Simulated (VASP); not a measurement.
# Ir in VASP: further runs

Runs on Ir. Level: PBE. Tasks: electric field gradients.

Everything below comes from runs of VASP 6.6.1. Logs are shortened: lines on timing, memory, paths and dates and some standing lists are left out, and cuts for length are marked.

### Step 1. The cell of the first run

The structure is cubic, space group Fm-3m (No. 225). Conventional cell: a = 3.839 Å, b = 3.839 Å, c = 3.839 Å, α = 90.00°, β = 90.00°, γ = 90.00°. Ir (site symmetry m-3m) has 12 Ir at 2.71 Å within 3.6 Å.

### Step 2. Electric field gradients, PBE

Contents of INCAR:

```
PREC     = Accurate       # precision mode
ENCUT    = 520            # plane-wave cutoff, eV
EDIFF    = 1E-8           # SCF threshold, eV
ISMEAR   = -1             # smearing method
SIGMA    = 0.05           # smearing width, eV
LREAL    = False          # projectors in reciprocal space
LASPH    = True           # aspherical terms in the spheres
NELM     = 100            # most SCF steps
ALGO     = Normal         # electronic algorithm
ISIF     = 2              # what is computed and relaxed
LWAVE    = False          # write WAVECAR
LCHARG   = False          # write CHGCAR
GGA      = PE             # functional
LEFG     = True         
NBANDS   = 10             # bands
```

Contents of KPOINTS:

```
regular mesh
0
Gamma
  15 15 15
```

Contents of POSCAR:

```
Ir
1.0
    0.0000000000      1.9197000000      1.9197000000
    1.9197000000      0.0000000000      1.9197000000
    1.9197000000      1.9197000000      0.0000000000
Ir
1
Direct
    0.0000000000      0.0000000000      0.0000000000
```

Potentials or basis: VASP PAW PBE potentials, release 64 (Ir).

Run with:

```bash
cat potpaw_PBE.64/Ir/POTCAR > POTCAR
mpirun -np 1 vasp_std > vasp.out
```

OUTCAR:

```text
PREC = Accurate
   ENCUT = 520
   EDIFF = 1E-8
   ISMEAR = -1
   LREAL = False
   LASPH = True
   NELM = 100
   ISIF = 2
   GGA = PE

 ion  position               nearest neighbor table
   1  0.000  0.000  0.000-

  LATTYP: Found a face centered cubic cell.
 ALAT       =     3.8394000000

  Lattice vectors:

 A1 = (   0.0000000000,   1.9197000000,   1.9197000000)
 A2 = (   1.9197000000,   0.0000000000,   1.9197000000)
 A3 = (   1.9197000000,   1.9197000000,   0.0000000000)

Analysis of symmetry for initial positions (statically):
=====================================================================
 Subroutine PRICEL returns:
 Original cell was already a primitive cell.

 Routine SETGRP: Setting up the symmetry group for a
 face centered cubic supercell.

 Subroutine GETGRP returns: Found 48 space group operations
[... 9 lines left out ...]

 Routine SETGRP: Setting up the symmetry group for a
 face centered cubic supercell.

 Subroutine GETGRP returns: Found 48 space group operations
 (whereof 48 operations were pure point group operations)
 out of a pool of 48 trial point group operations.

The dynamic configuration has the point symmetry O_h .

 Subroutine INISYM returns: Found 48 space group operations
 (whereof 48 operations are pure point group operations),
 and found     1 'primitive' translations

----------------------------------------------------------------------------------------

                                     Primitive cell

  volume of cell :      14.1491

  direct lattice vectors                    reciprocal lattice vectors
     0.000000000  1.919700000  1.919700000    -0.260457363  0.260457363  0.260457363
     1.919700000  0.000000000  1.919700000     0.260457363 -0.260457363  0.260457363
     1.919700000  1.919700000  0.000000000     0.260457363  0.260457363 -0.260457363

  length of vectors
     2.714865776  2.714865776  2.714865776     0.451125386  0.451125386  0.451125386

  position of ions in fractional coordinates (direct lattice)
     0.000000000  0.000000000  0.000000000

  ion indices of the primitive-cell ions
   primitive index   ion index
                 1           1

----------------------------------------------------------------------------------------

 KPOINTS: regular mesh

Automatic generation of k-mesh.
 Grid dimensions read from file:
 generate k-points for:   15   15   15

 Generating k-lattice:

  Cartesian coordinates                     Fractional coordinates (reciprocal lattice)
    -0.017363824  0.017363824  0.017363824     0.066666667  0.000000000  0.000000000
     0.017363824 -0.017363824  0.017363824     0.000000000  0.066666667  0.000000000
     0.017363824  0.017363824 -0.017363824     0.000000000  0.000000000  0.066666667

  Length of vectors
     0.030075026  0.030075026  0.030075026

  Shift w.r.t. Gamma in fractional coordinates (k-lattice)
     0.000000000  0.000000000  0.000000000

 Subroutine IBZKPT returns following result:
 ===========================================

 Found    120 irreducible k-points:

 Following reciprocal coordinates:
            Coordinates               Weight
  0.000000  0.000000  0.000000      1.000000
  0.066667  0.000000  0.000000      8.000000
  0.133333  0.000000  0.000000      8.000000
  0.200000  0.000000  0.000000      8.000000
  0.266667  0.000000  0.000000      8.000000
  0.333333  0.000000  0.000000      8.000000
[... 16 lines left out ...]
  0.133333  0.133333  0.000000      6.000000
  0.200000  0.133333  0.000000     24.000000
 [... further k-points ...]
   k-points           NKPTS =    120   k-points in BZ     NKDIM =    120   number of bands    NBANDS=     10
   number of dos      NEDOS =    301   number of ions     NIONS =      1
   total plane-waves  NPLWV =   8000
   dimension x,y,z NGX =    20 NGY =   20 NGZ =   20
   dimension x,y,z NGXF=    40 NGYF=   40 NGZF=   40
   ions per type =               1
   NGX,Y,Z   is equivalent  to a cutoff of  12.25, 12.25, 12.25 a.u.
   NGXF,Y,Z  is equivalent  to a cutoff of  24.49, 24.49, 24.49 a.u.
 SYSTEM =  unknown system
   PREC   = accura    normal or accurate (medium, high low for compatibility)
   ISTART =      0    job   : 0-new  1-cont  2-samecut
   ICHARG =      2    charge: 1-file 2-atom 10-const
   ISPIN  =      1    spin polarized calculation?
   LNONCOLLINEAR =      F non collinear calculations
   LSORBIT =      F    spin-orbit coupling
   LASPH  =      T    aspherical Exc in radial PAW
   ENCUT  =  520.0 eV  38.22 Ry    6.18 a.u.   5.05  5.05  5.05*2*pi/ulx,y,z
   NELM   =    100;   NELMIN=  2; NELMDL= -5     # of ELM steps
   EDIFF  = 0.1E-07   stopping-criterion for ELM
   LREAL  =      F    real-space projection
   EDIFFG = 0.1E-06   stopping-criterion for IOM
   NSW    =      0    number of steps for IOM
   IBRION =     -1    ionic relax: 0-MD 1-quasi-New 2-CG
   NFREE  =      0    steps in history (QN), initial steepest desc. (CG)
   ISIF   =      2    stress and relaxation
   ISYM   =      2    0-nonsym 1-usesym 2-fastsym
   POTIM  = 0.5000    time-step for ionic-motion
   TEBEG  =    0.0;   TEEND  =   0.0 temperature during run
   PSTRESS=    0.0 pullay stress
   NELECT =       9.0000    total number of electrons
   NUPDOWN=      -1.0000    fix difference up-down
   EMIN   =  10.00;   EMAX   =-10.00  energy-range for DOS
   EFERMI =   0.00;   METHOD = LEGACY
   ISMEAR =    -1;   SIGMA  =   0.05  broadening in eV -4-tet -1-fermi 0-gaus
   EFERMI_NEDOS =   21; number of points for ismear=-14 and -15
   IALGO  =     38    algorithm
   IMIX   =      4    mixing-type and parameters
     AMIX     =   0.40;   BMIX     =  1.00
     AMIX_MAG =   1.60;   BMIX_MAG =  1.00
  volume/ion in A,a.u.               =      14.15        95.48
  Fermi-wavevector in a.u.,A,eV,Ry     =   1.407923  2.660589 26.970118  1.982248
  Thomas-Fermi vector in A             =   2.530133
   LORBIT       =      0    0 simple, 1 ext, 2 COOP (PROOUT), +10 PAW based schemes
   GGA     = PE    functional components
   LHFCALC =     F    Hartree Fock is set to
   AEXX    =    0.0000 exact exchange contribution
   IVDW    =     0    specifies the selected vdW correction
   LEPSILON=     F    determine dielectric tensor
   LRPA    =     F    only Hartree local field effects (RPA)
 non-spin polarized calculation
  energy-cutoff  :      520.00
  volume of cell :       14.15
 maximum number of plane-waves:       390
   NGX =  9   NGY =  9   NGZ =  9

 number of electron       9.0000000 magnetization

 Free energy of the ion-electron system (eV)
  ---------------------------------------------------
  ext. energy  EPLUGINS =         0.00000000
  ---------------------------------------------------
  free energy    TOTEN  =        -8.84864288 eV

  energy without entropy =       -8.84063910  energy(sigma->0) =       -8.84464099

 E-fermi :  10.4535     XC(G=0): -13.9877

 val. band max:       10.4278156669   @ k =  -0.4000   0.4667   0.0667
 cond. band min:      10.4608660395   @ k =  -0.3333   0.2667   0.0667
 fundamental gap:      0.0330503725
 Fermi energy:        10.4534633392

 k-point     1 :       0.0000    0.0000    0.0000
  band No.  band energies     occupation
      1      -0.7141      2.00000
      2       6.5175      2.00000
      3       6.5175      2.00000
      4       6.5175      2.00000
      5       9.2058      2.00000
      6       9.2058      2.00000
      7      24.7296      0.00000
      8      30.3158      0.00000
      9      30.3158      0.00000
     10      30.3158      0.00000

 k-point     2 :       0.0667    0.0000    0.0000
  band No.  band energies     occupation
      1      -0.5167      2.00000
      2       6.4127      2.00000
      3       6.6028      2.00000
      4       6.6028      2.00000
      5       9.1510      2.00000
      6       9.1510      2.00000
      7      25.0701      0.00000
      8      29.3033      0.00000
      9      30.6407      0.00000
     10      30.6407      0.00000

 k-point     3 :       0.1333    0.0000    0.0000
  band No.  band energies     occupation
      1       0.0452      2.00000
      2       6.1639      2.00000
      3       6.8095      2.00000
      4       6.8095      2.00000
      5       9.0543      2.00000
      6       9.0543      2.00000
      7      25.9579      0.00000
      8      27.4977      0.00000
      9      31.5721      0.00000
     10      31.5721      0.00000
[... 248 lines left out ...]
 k-point    23 :       0.1333    0.1333    0.0000
  band No.  band energies     occupation
      1       0.3052      2.00000
      2       5.7849      2.00000
      3       7.1079      2.00000
      4       7.1079      2.00000
      5       8.3666      2.00000
      6       9.5084      2.00000
      7      26.4704      0.00000
      8      28.6329      0.00000
      9      30.5148      0.00000
     10      30.5148      0.00000

 k-point    24 :       0.2000    0.1333    0.0000
  band No.  band energies     occupation
      1       0.9359      2.00000
      2       5.4673      2.00000
      3       7.2993      2.00000
      4       7.3977      2.00000
      5       8.1905      2.00000
      6       9.6722      2.00000
      7      27.4289      0.00000
      8      27.5017      0.00000
      9      30.5959      0.00000
     10      31.1249      0.00000

 [... further k-points ...]
[... 5 lines left out ...]
  --------------------------------------------------------------------------------------
  -------------------------------------------------------------------------------------
  Total        0.8409852      0.8409852      0.8409852      0.0000000     -0.0000000      0.0000000
  in kB       95.2289125     95.2289125     95.2289125      0.0000000     -0.0000000      0.0000000
  external PRESSURE =      95.2289125 kB  Pullay stress =       0.0000000 kB

 VOLUME and BASIS-vectors are now :
 -----------------------------------------------------------------------------
  energy-cutoff  :      520.00
  volume of cell :       14.15
      direct lattice vectors                 reciprocal lattice vectors
     0.000000000  1.919700000  1.919700000    -0.260457363  0.260457363  0.260457363
     1.919700000  0.000000000  1.919700000     0.260457363 -0.260457363  0.260457363
     1.919700000  1.919700000  0.000000000     0.260457363  0.260457363 -0.260457363

 POSITION                                       TOTAL-FORCE (eV/Angst)
 -----------------------------------------------------------------------------------
      0.00000      0.00000      0.00000         0.000000     -0.000000     -0.000000
 -----------------------------------------------------------------------------------
    total drift:                               -0.000000     -0.000000     -0.000000

  FREE ENERGIE OF THE ION-ELECTRON SYSTEM (eV)
  ---------------------------------------------------
  free  energy   TOTEN  =        -8.8486428814 eV

  energy  without entropy=       -8.8406390985  energy(sigma->0) =       -8.84464099

 Electric field gradients (V/A^2)
---------------------------------------------------------------------
 ion       V_xx      V_yy      V_zz      V_xy      V_xz      V_yz
---------------------------------------------------------------------
   1       0.000     0.000    -0.000     0.000     0.000     0.000
---------------------------------------------------------------------

 Electric field gradients after diagonalization (V/A^2)
 (convention: |V_zz| > |V_xx| > |V_yy|)
----------------------------------------------------------------------
 ion       V_xx      V_yy      V_zz     asymmetry (V_yy - V_xx)/ V_zz
----------------------------------------------------------------------
   1      -0.000    -0.000     0.000       0.000
----------------------------------------------------------------------

           NMR quadrupolar parameters

 Cq : quadrupolar parameter    Cq=e*Q*V_zz/h
 eta: asymmetry parameters     (V_yy - V_xx)/ V_zz
 Q  : nuclear electric quadrupole moment in mb (millibarn)
----------------------------------------------------------------------
 ion       Cq(MHz)       eta       Q (mb)
----------------------------------------------------------------------
   1       0.000       0.000       1.000
----------------------------------------------------------------------
```

Wall time 12 s (1 thread of AMD EPYC 7R13 (Zen 3), shared host); peak memory 0.11 GiB.

Results:

```yaml
Free_energy: -8.8486 eV
Pressure: 9.5 GPa
```

Levels at points of the mesh, in eV from the Fermi level:
```tsv
k point	band 1	band 2	band 3	band 4	band 5	band 6	band 7	band 8	band 9
(0.00, 0.00, 0.00)	-11.17	-3.94	-3.94	-3.94	-1.25	-1.25	14.28	19.86	19.86
```

Caveat: without QUAD_EFG the Cq values of the log hold for a quadrupole moment of 1 mb, not for the nuclei; spin-orbit coupling is left out, which moves the levels of the heavy elements.

### Step 3. Electric field gradients, PBE (volume scaled by 1.04)

Contents of INCAR:

```
SYSTEM = Ir
PREC = Accurate ; ENCUT = 520
EDIFF = 1E-8 ; ISMEAR = -1
SIGMA = 0.05 ; LREAL = .FALSE.
LASPH = .TRUE. ; NELM = 80
ALGO = Normal ; ISIF = 2
LWAVE = .FALSE. ; LCHARG = .FALSE.
GGA = PE ; LEFG = .TRUE.
NBANDS = 10
```

Contents of KPOINTS:

```
Automatic mesh
0
G
  15 15 15
  0 0 0
```

Contents of POSCAR:

```
Ir
1.0
    0.0000000000      1.9449621075      1.9449621075
    1.9449621075      0.0000000000      1.9449621075
    1.9449621075      1.9449621075      0.0000000000
Ir
1
Direct
    0.0000000000      0.0000000000      0.0000000000
```

Potentials or basis: VASP PAW PBE potentials, release 64 (Ir).

Run with:

```bash
cat potpaw_PBE.64/Ir/POTCAR > POTCAR
mpirun -np 1 vasp_std > vasp.out
```

OUTCAR:

```text
SYSTEM = Ir
   PREC = Accurate
   ENCUT = 520
   EDIFF = 1E-8
   ISMEAR = -1
   LREAL = .FALSE.
   LASPH = .TRUE.
   NELM = 80
   ISIF = 2
   GGA = PE

 ion  position               nearest neighbor table
   1  0.000  0.000  0.000-

  LATTYP: Found a face centered cubic cell.
 ALAT       =     3.8899242150

  Lattice vectors:

 A1 = (   0.0000000000,   1.9449621075,   1.9449621075)
 A2 = (   1.9449621075,   0.0000000000,   1.9449621075)
 A3 = (   1.9449621075,   1.9449621075,   0.0000000000)

Analysis of symmetry for initial positions (statically):
=====================================================================
 Subroutine PRICEL returns:
 Original cell was already a primitive cell.

 Routine SETGRP: Setting up the symmetry group for a
 face centered cubic supercell.

[... 492 lines left out ...]
  external PRESSURE =     -46.3642117 kB  Pullay stress =       0.0000000 kB

 VOLUME and BASIS-vectors are now :
 -----------------------------------------------------------------------------
  energy-cutoff  :      520.00
  volume of cell :       14.72
      direct lattice vectors                 reciprocal lattice vectors
     0.000000000  1.944962108  1.944962108    -0.257074417  0.257074417  0.257074417
     1.944962108  0.000000000  1.944962108     0.257074417 -0.257074417  0.257074417
     1.944962108  1.944962108  0.000000000     0.257074417  0.257074417 -0.257074417

 POSITION                                       TOTAL-FORCE (eV/Angst)
 -----------------------------------------------------------------------------------
      0.00000      0.00000      0.00000        -0.000000      0.000000      0.000000
 -----------------------------------------------------------------------------------
    total drift:                               -0.000000     -0.000000     -0.000000

  FREE ENERGIE OF THE ION-ELECTRON SYSTEM (eV)
  ---------------------------------------------------
  free  energy   TOTEN  =        -8.8565454939 eV

  energy  without entropy=       -8.8481011041  energy(sigma->0) =       -8.85232330

 Electric field gradients (V/A^2)
---------------------------------------------------------------------
 ion       V_xx      V_yy      V_zz      V_xy      V_xz      V_yz
---------------------------------------------------------------------
   1       0.000    -0.000     0.000     0.000     0.000     0.000
---------------------------------------------------------------------

 Electric field gradients after diagonalization (V/A^2)
 (convention: |V_zz| > |V_xx| > |V_yy|)
----------------------------------------------------------------------
 ion       V_xx      V_yy      V_zz     asymmetry (V_yy - V_xx)/ V_zz
----------------------------------------------------------------------
   1      -0.000    -0.000     0.000       0.000
----------------------------------------------------------------------

           NMR quadrupolar parameters

 Cq : quadrupolar parameter    Cq=e*Q*V_zz/h
 eta: asymmetry parameters     (V_yy - V_xx)/ V_zz
 Q  : nuclear electric quadrupole moment in mb (millibarn)
----------------------------------------------------------------------
 ion       Cq(MHz)       eta       Q (mb)
----------------------------------------------------------------------
   1       0.000       0.000       1.000
----------------------------------------------------------------------
```

stdout:

```text
POSCAR found type information on POSCAR Ir
 POSCAR found :  1 types and       1 ions
 scaLAPACK will be used
 LDA part: xc-table for (Slater+PW92), standard interpolation
 POSCAR, INCAR and KPOINTS ok, starting setup
 FFT: planning ... GRIDC
 FFT: planning ... GRID_SOFT
 FFT: planning ... GRID
 WAVECAR not read
 entering main loop
ion   1
```

Wall time 13 s (1 thread of AMD EPYC 7R13 (Zen 3), shared host); peak memory 0.11 GiB.

Results:

| Item | Value |
| --- | --- |
| Free energy | -8.8565 eV |
| Pressure | -4.6 GPa |

Levels at points of the mesh, in eV from the Fermi level:
```
           k point  band 2  band 3  band 4  band 5  band 6  band 7
(0.00, 0.00, 0.00)   -3.70   -3.70   -3.70   -1.17   -1.17   14.36
```

Caveat: without QUAD_EFG the Cq values of the log hold for a quadrupole moment of 1 mb, not for the nuclei; spin-orbit coupling is left out, which moves the levels of the heavy elements.

[end of part 1 of 2]
